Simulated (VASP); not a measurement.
TiS2: single point with RPBE

The system is TiS2, a slab with vacuum.

```xyz
6
Lattice="3.4120 0.0000 0.0000 -1.7060 2.9549 0.0000 0.0000 0.0000 23.5425" Properties=species:S:1:pos:R:3 pbc="T T T"
S     1.7060    0.9850    7.5000
S     0.0000    1.9699   10.3475
S     1.7060    0.9850   13.1950
S     0.0000    1.9699   16.0425
Ti    0.0000    0.0000    8.9238
Ti    0.0000    0.0000   14.6987
```

This cell differs from its parent crystal: last atom moved by 0.08 Å along z.

| Quantity | Value |
| --- | --- |
| Program | VASP 6.6.1 |
| Task | single point |
| Functional | RPBE |
| Potentials or basis | VASP PAW PBE potentials, release 64 (S, Ti_sv) |
| Cutoff | 620 eV |
| k mesh | 18 × 18 × 1 |
| Occupations | gaussian, width 0.04 eV |
| Spin | no spin polarisation |
| Tolerance level | tight |
| Dipole correction | yes |
| Purpose | forces |
| Further INCAR settings | ADDGRID = False; ALGO = Normal; EDIFF = 1e-06; NBANDS = 52; NELMDL = -8; ISIF = 0 |

```yaml
Largest_force: 1.160 eV/Å
Band_gap_on_the_k_mesh: zero (bands 24 and 25 overlap by 0.02 eV)
```

Forces on the atoms (eV/Å):
```
S    0.000  0.000 -0.182
S    0.000  0.000 -0.101
S    0.000  0.000  0.659
S    0.000  0.000  0.774
Ti   0.000  0.000  0.009
Ti   0.000  0.000 -1.160
```

Levels at points of the mesh, in eV from the Fermi level:
```csv
k point,band 21,band 22,band 23,band 24,band 25,band 26,band 27,band 28
"(0.00, 0.00, 0.00)",-0.08,-0.08,0.03,0.03,0.40,0.40,0.49,0.49
"(0.50, 0.00, 0.00)",-2.31,-1.60,-1.51,-1.32,0.01,0.14,1.43,1.52
```

Wall time 12 min on 1 thread of Intel(R) Xeon(R) 6975P-C (Granite Rapids), with other jobs on the host, peak memory 0.64 GiB.

Caveat: the cell differs from its parent crystal (last atom moved by 0.08 Å along z); the PAW data sets were made with another functional, which shifts forces and pressure a little.
